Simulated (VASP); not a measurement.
Wanted: the native input for a VASP 6.6.1 run.

```yaml
Task: single point
Functional: PBEsol
Potentials_or_basis: VASP PAW PBE potentials, release 64 (Zn, S)
Cutoff: 500 eV
k_mesh: 3 × 3 × 2
Occupations: gaussian, width 0.02 eV
Spin: no spin polarisation
Dipole_correction: no
Further_INCAR_settings: ALGO = Normal; EDIFF = 1e-06; NBANDS = 26
```

The structure of ZnS (k3) lies in POSCAR:

```
ZnS
1.0
    3.9859456791      0.0000000000      0.0000000000
   -1.9929728395      3.4519302162      0.0000000000
    0.0000000000      0.0000000000      5.5438792942
Zn S
2 2
Direct
    0.3333333333      0.6666666667      0.0000000000
    0.6666666667      0.3333333333      0.5000000000
    0.3333333333      0.6666666667      0.5000000000
    0.6666666667      0.3333333333      1.0000000000
```

One way to write it, as run:

INCAR

```
SYSTEM = ZnS
PREC = Accurate
ENCUT = 500
EDIFF = 1E-6
ISMEAR = 0
SIGMA = 0.02
LREAL = .FALSE.
LASPH = .TRUE.
NELM = 120
ALGO = Normal
ISIF = 2
LWAVE = .FALSE.
LCHARG = .FALSE.
GGA = PS
NBANDS = 26
GGA_COMPAT = .FALSE.
```

KPOINTS

```
regular mesh
0
G
  3 3 2
  0 0 0
```

Potentials or basis: VASP PAW PBE potentials, release 64 (Zn, S).

The run is started by

```bash
$ cat potpaw_PBE.64/Zn/POTCAR potpaw_PBE.64/S/POTCAR > POTCAR
$ mpirun -np 1 vasp_std > vasp.out
```

Results of the run:

```yaml
Pressure: 0.2 GPa
Band_gap_on_the_k_mesh: 0.87 eV, direct
```

Caveat: the k points lie up to 0.61 Å⁻¹ apart; the PAW data sets were made with another functional, which shifts forces and pressure a little.

Run time: 9.7 s on 1 thread of Intel(R) Xeon(R) 6975P-C (Granite Rapids), with other jobs on the host, peak memory 0.17 GiB.
